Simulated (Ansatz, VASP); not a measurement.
Two plane-wave programs on WC

```
W C
1.0
     2.88434    0.00000    0.00000
    -1.44217    2.49791    0.00000
     0.00000    0.00000    2.81242
W C
1 1
Direct
  0.00000 0.00000 0.00000
  0.66667 0.33333 0.50000
```

Alike in both runs: task relaxation of cell and atoms; functional LDA; k mesh 24 × 24 × 20; occupations fermi-dirac, width 0.15 eV; no spin polarisation.

|  | VASP | Ansatz |
| --- | --- | --- |
| version | VASP 6.6.1 | Ansatz 0.2.0 |
| potentials or method | VASP PAW LDA potentials, release 64 (W_sv, C), cutoff 600 eV | scalar-relativistic, plane waves, PAW |
| valence electrons in the cell | 18 | 18 |

VASP gave:

* gap on the k mesh at the Fermi level, each at its own relaxed structure (eV): none
* relaxed volume (Å³/atom): 10.19
* relaxed cell length with the largest relative difference (Å): 2.817

Q: Estimate Ansatz's values.

A: gap on the k mesh at the Fermi level, each at its own relaxed structure (eV): none; relaxed volume (Å³/atom): 10.13; relaxed cell length with the largest relative difference (Å): 2.812.

Ansatz warns that its potentials were made for another functional, while VASP's fit it. LDA's correlation is that of Perdew and Zunger in VASP and of Perdew and Wang (1992) in Ansatz. A gap of «none» marks a metal or a gap that the smearing closes.

Spin-orbit coupling is off throughout.
